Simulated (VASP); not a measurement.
# C (Fd-3m) in VASP: a series of runs

The runs below take C through single point, relaxation of cell and atoms, with PBE+D4, revPBE+D3(BJ), r2SCAN+rVV10.

Program: VASP 6.6.1. These are calculated values, not measurements. Logs are shortened: lines on timing, memory, paths and dates and some standing lists are left out, and cuts for length are marked.

## (1) The cell of the first run

The structure is cubic, space group Fd-3m (No. 227). The conventional cell has a = 3.557 Å, b = 3.557 Å, c = 3.557 Å, α = 90.00°, β = 90.00°, γ = 90.00°. C (site symmetry -43m) has 4 C at 1.54 Å within 2.1 Å.

## (2) Single point, PBE+D4

File INCAR:

```
SYSTEM = C
PREC     = Accurate       ! precision mode
ENCUT    = 520            ! plane-wave cutoff, eV
EDIFF    = 1E-7           ! SCF threshold, eV
ISMEAR   = 0              ! smearing method
SIGMA    = 0.01           ! smearing width, eV
LREAL    = .False.        ! projectors in reciprocal space
LASPH    = .True.         ! aspherical terms in the spheres
NELM     = 100            ! most SCF steps
ALGO     = Normal         ! electronic algorithm
ISIF     = 2              ! what is computed and relaxed
LWAVE    = .False.        ! write WAVECAR
LCHARG   = .False.        ! write CHGCAR
GGA      = PE             ! functional
IVDW     = 13             ! dispersion correction
NBANDS   = 11             ! bands
```

File KPOINTS:

```
regular mesh
0
Gamma
  8 8 8
  0 0 0
```

File POSCAR:

```
C
1.0
    0.0000000000      1.7786204765      1.7786204765
    1.7786204765      0.0000000000      1.7786204765
    1.7786204765      1.7786204765      0.0000000000
C
2
Direct
    0.0000000000      0.0000000000      0.0000000000
    0.2500000000      0.2500000000      0.2500000000
```

Potentials or basis: VASP PAW PBE potentials, release 64 (C).

Launch:

```bash
cat potpaw_PBE.64/C/POTCAR > POTCAR
mpirun -np 1 vasp_std > vasp.out
```

OUTCAR:

```text
SYSTEM = C
   PREC = Accurate
   ENCUT = 520
   EDIFF = 1E-7
   ISMEAR = 0
   LREAL = .False.
   LASPH = .True.
   NELM = 100
   ISIF = 2
   GGA = PE
   IVDW = 13

 ion  position               nearest neighbor table
   1  0.000  0.000  0.000-   2 1.54   2 1.54   2 1.54   2 1.54
   2  0.250  0.250  0.250-   1 1.54   1 1.54   1 1.54   1 1.54

  LATTYP: Found a face centered cubic cell.
 ALAT       =     3.5572409530

  Lattice vectors:

 A1 = (   0.0000000000,   1.7786204765,   1.7786204765)
 A2 = (   1.7786204765,   0.0000000000,   1.7786204765)
 A3 = (   1.7786204765,   1.7786204765,   0.0000000000)

Analysis of symmetry for initial positions (statically):
=====================================================================
 Subroutine PRICEL returns:
 Original cell was already a primitive cell.

 Routine SETGRP: Setting up the symmetry group for a
 face centered cubic supercell.

 Subroutine GETGRP returns: Found 48 space group operations
 (whereof 24 operations were pure point group operations)
 out of a pool of 48 trial point group operations.

The static configuration has the point symmetry T_d .
 The point group associated with its full space group is O_h .

Analysis of symmetry for dynamics (positions and initial velocities):
=====================================================================
 Subroutine PRICEL returns:
 Original cell was already a primitive cell.

 Routine SETGRP: Setting up the symmetry group for a
 face centered cubic supercell.

 Subroutine GETGRP returns: Found 48 space group operations
 (whereof 24 operations were pure point group operations)
 out of a pool of 48 trial point group operations.

The dynamic configuration has the point symmetry T_d .
 The point group associated with its full space group is O_h .

 Subroutine INISYM returns: Found 48 space group operations
 (whereof 24 operations are pure point group operations),
 and found     1 'primitive' translations

----------------------------------------------------------------------------------------

                                     Primitive cell

  volume of cell :      11.2533

  direct lattice vectors                    reciprocal lattice vectors
     0.000000000  1.778620476  1.778620476    -0.281116746  0.281116746  0.281116746
     1.778620476  0.000000000  1.778620476     0.281116746 -0.281116746  0.281116746
     1.778620476  1.778620476  0.000000000     0.281116746  0.281116746 -0.281116746

  length of vectors
     2.515349200  2.515349200  2.515349200     0.486908486  0.486908486  0.486908486

  position of ions in fractional coordinates (direct lattice)
     0.000000000  0.000000000  0.000000000
     0.250000000  0.250000000  0.250000000

  ion indices of the primitive-cell ions
   primitive index   ion index
                 1           1
                 2           2

----------------------------------------------------------------------------------------

 KPOINTS: regular mesh

Automatic generation of k-mesh.
 Grid dimensions read from file:
 generate k-points for:    8    8    8

 Generating k-lattice:

  Cartesian coordinates                     Fractional coordinates (reciprocal lattice)
    -0.035139593  0.035139593  0.035139593     0.125000000  0.000000000  0.000000000
     0.035139593 -0.035139593  0.035139593     0.000000000  0.125000000  0.000000000
     0.035139593  0.035139593 -0.035139593     0.000000000  0.000000000  0.125000000

  Length of vectors
     0.060863561  0.060863561  0.060863561

  Shift w.r.t. Gamma in fractional coordinates (k-lattice)
     0.000000000  0.000000000  0.000000000

 Subroutine IBZKPT returns following result:
 ===========================================

 Found     29 irreducible k-points:

 Following reciprocal coordinates:
            Coordinates               Weight
  0.000000  0.000000  0.000000      1.000000
  0.125000  0.000000  0.000000      8.000000
  0.250000  0.000000  0.000000      8.000000
  0.375000  0.000000  0.000000      8.000000
  0.500000  0.000000  0.000000      4.000000
  0.125000  0.125000  0.000000      6.000000
[... 16 lines left out ...]
  0.500000  0.250000  0.125000     48.000000
 -0.375000  0.250000  0.125000     24.000000
 [... further k-points ...]
   k-points           NKPTS =     29   k-points in BZ     NKDIM =     29   number of bands    NBANDS=     11
   number of dos      NEDOS =    301   number of ions     NIONS =      2
   total plane-waves  NPLWV =   8000
   dimension x,y,z NGX =    20 NGY =   20 NGZ =   20
   dimension x,y,z NGXF=    40 NGYF=   40 NGZF=   40
   ions per type =               2
   NGX,Y,Z   is equivalent  to a cutoff of  13.22, 13.22, 13.22 a.u.
   NGXF,Y,Z  is equivalent  to a cutoff of  26.44, 26.44, 26.44 a.u.
 SYSTEM =  C
   PREC   = accura    normal or accurate (medium, high low for compatibility)
   ISTART =      0    job   : 0-new  1-cont  2-samecut
   ICHARG =      2    charge: 1-file 2-atom 10-const
   ISPIN  =      1    spin polarized calculation?
   LNONCOLLINEAR =      F non collinear calculations
   LSORBIT =      F    spin-orbit coupling
   LASPH  =      T    aspherical Exc in radial PAW
   ENCUT  =  520.0 eV  38.22 Ry    6.18 a.u.   4.68  4.68  4.68*2*pi/ulx,y,z
   NELM   =    100;   NELMIN=  2; NELMDL= -5     # of ELM steps
   EDIFF  = 0.1E-06   stopping-criterion for ELM
   LREAL  =      F    real-space projection
   EDIFFG = 0.1E-05   stopping-criterion for IOM
   NSW    =      0    number of steps for IOM
   IBRION =     -1    ionic relax: 0-MD 1-quasi-New 2-CG
   NFREE  =      0    steps in history (QN), initial steepest desc. (CG)
   ISIF   =      2    stress and relaxation
   ISYM   =      2    0-nonsym 1-usesym 2-fastsym
   POTIM  = 0.5000    time-step for ionic-motion
   TEBEG  =    0.0;   TEEND  =   0.0 temperature during run
   PSTRESS=    0.0 pullay stress
   NELECT =       8.0000    total number of electrons
   NUPDOWN=      -1.0000    fix difference up-down
   EMIN   =  10.00;   EMAX   =-10.00  energy-range for DOS
   EFERMI =   0.00;   METHOD = LEGACY
   ISMEAR =     0;   SIGMA  =   0.01  broadening in eV -4-tet -1-fermi 0-gaus
   EFERMI_NEDOS =   21; number of points for ismear=-14 and -15
   IALGO  =     38    algorithm
   IMIX   =      4    mixing-type and parameters
     AMIX     =   0.40;   BMIX     =  1.00
     AMIX_MAG =   1.60;   BMIX_MAG =  1.00
  volume/ion in A,a.u.               =       5.63        37.97
  Fermi-wavevector in a.u.,A,eV,Ry     =   1.461094  2.761068 29.045665  2.134796
  Thomas-Fermi vector in A             =   2.577466
   LORBIT       =      0    0 simple, 1 ext, 2 COOP (PROOUT), +10 PAW based schemes
   GGA     = PE    functional components
   LHFCALC =     F    Hartree Fock is set to
   AEXX    =    0.0000 exact exchange contribution
   IVDW    =    13    specifies the selected vdW correction
   LEPSILON=     F    determine dielectric tensor
   LRPA    =     F    only Hartree local field effects (RPA)
 non-spin polarized calculation
 Gauss-broadening in eV      SIGMA  =   0.01
  energy-cutoff  :      520.00
  volume of cell :       11.25
 maximum number of plane-waves:       314
   NGX =  9   NGY =  9   NGZ =  9

 number of electron       7.9999999 magnetization

 Free energy of the ion-electron system (eV)
  ---------------------------------------------------
  ext. energy  EPLUGINS =         0.00000000
  ---------------------------------------------------
  free energy    TOTEN  =       -18.18187499 eV

  energy without entropy =      -18.18187499  energy(sigma->0) =      -18.18187499

 E-fermi :   9.8925     XC(G=0): -13.2910

 val. band max:        9.8465792263   @ k =   0.0000   0.0000   0.0000
 cond. band min:      13.9962630569   @ k =   0.3750   0.3750   0.0000
 fundamental gap:      4.1496838306
 Fermi energy:         9.8924556149

 k-point     1 :       0.0000    0.0000    0.0000
  band No.  band energies     occupation
      1     -11.7388      2.00000
      2       9.8466      2.00000
      3       9.8466      2.00000
      4       9.8466      2.00000
      5      15.4584      0.00000
      6      15.4584      0.00000
      7      15.4584      0.00000
      8      23.3624      0.00000
      9      29.2429      0.00000
     10      36.4687      0.00000
     11      36.4687      0.00000

 k-point     2 :       0.1250    0.0000    0.0000
  band No.  band energies     occupation
      1     -11.3041      2.00000
      2       7.4167      2.00000
      3       9.1885      2.00000
      4       9.1885      2.00000
      5      16.3244      0.00000
      6      16.3244      0.00000
      7      16.7630      0.00000
      8      23.7167      0.00000
      9      29.8951      0.00000
     10      33.3929      0.00000
     11      33.3929      0.00000

 k-point     3 :       0.2500    0.0000    0.0000
  band No.  band energies     occupation
      1     -10.0135      2.00000
      2       3.2172      2.00000
      3       8.0870      2.00000
      4       8.0870      2.00000
      5      17.6732      0.00000
      6      17.6732      0.00000
      7      18.0667      0.00000
      8      24.6152      0.00000
      9      30.6655      0.00000
     10      32.3078      0.00000
     11      32.3078      0.00000
[... 267 lines left out ...]
 k-point    23 :       0.5000    0.2500    0.1250
  band No.  band energies     occupation
      1      -6.8425      2.00000
      2      -0.0523      2.00000
      3       3.5288      2.00000
      4       5.7344      2.00000
      5      17.8503      0.00000
      6      19.5384      0.00000
      7      22.3427      0.00000
      8      23.2744      0.00000
      9      30.1274      0.00000
     10      32.2918      0.00000
     11      36.1180      0.00000

 k-point    24 :      -0.3750    0.2500    0.1250
  band No.  band energies     occupation
      1      -4.9008      2.00000
      2      -2.5948      2.00000
      3       3.4973      2.00000
      4       5.1210      2.00000
      5      18.1717      0.00000
      6      19.3647      0.00000
      7      23.0088      0.00000
      8      24.8130      0.00000
      9      28.2448      0.00000
     10      33.9128      0.00000
     11      36.2983      0.00000

 [... further k-points ...]

------------------------ aborting loop because EDIFF is reached ----------------------------------------

  DFT-D4 for vdW energy calculation

  Edisp (eV):   -0.42929

  FORCE on cell =-STRESS in cart. coord.  units (eV):
  Direction    XX          YY          ZZ          XY          YZ          ZX
  --------------------------------------------------------------------------------------
  -------------------------------------------------------------------------------------
  Total       0.04991     0.04991     0.04991    -0.00000     0.00000    -0.00000
  in kB       7.10558     7.10558     7.10558    -0.00000     0.00000    -0.00000
  external pressure =        7.11 kB  Pullay stress =        0.00 kB

 VOLUME and BASIS-vectors are now :
 -----------------------------------------------------------------------------
  energy-cutoff  :      520.00
  volume of cell :       11.25
      direct lattice vectors                 reciprocal lattice vectors
     0.000000000  1.778620476  1.778620476    -0.281116746  0.281116746  0.281116746
     1.778620476  0.000000000  1.778620476     0.281116746 -0.281116746  0.281116746
     1.778620476  1.778620476  0.000000000     0.281116746  0.281116746 -0.281116746

 POSITION                                       TOTAL-FORCE (eV/Angst)
 -----------------------------------------------------------------------------------
      0.00000      0.00000      0.00000        -0.000000      0.000000     -0.000000
      0.88931      0.88931      0.88931         0.000000     -0.000000      0.000000
 -----------------------------------------------------------------------------------
    total drift:                                0.000000      0.000000      0.000000

  FREE ENERGIE OF THE ION-ELECTRON SYSTEM (eV)
  ---------------------------------------------------
  free  energy   TOTEN  =       -18.6111606640 eV

  energy  without entropy=      -18.6111606640  energy(sigma->0) =      -18.61116066
```

It took 9.2 s on 1 thread of Intel Xeon 8259CL, shared host; peak memory 0.12 GiB.

What came out:

* Free energy: -18.6112 eV
* Pressure: 0.7 GPa
* Band gap on the k mesh: 4.15 eV, indirect (least direct gap 5.61 eV)
* Dispersion energy per atom: -0.215 eV

A k mesh can miss the band edges.

(Part 1 of 2 ends here.)
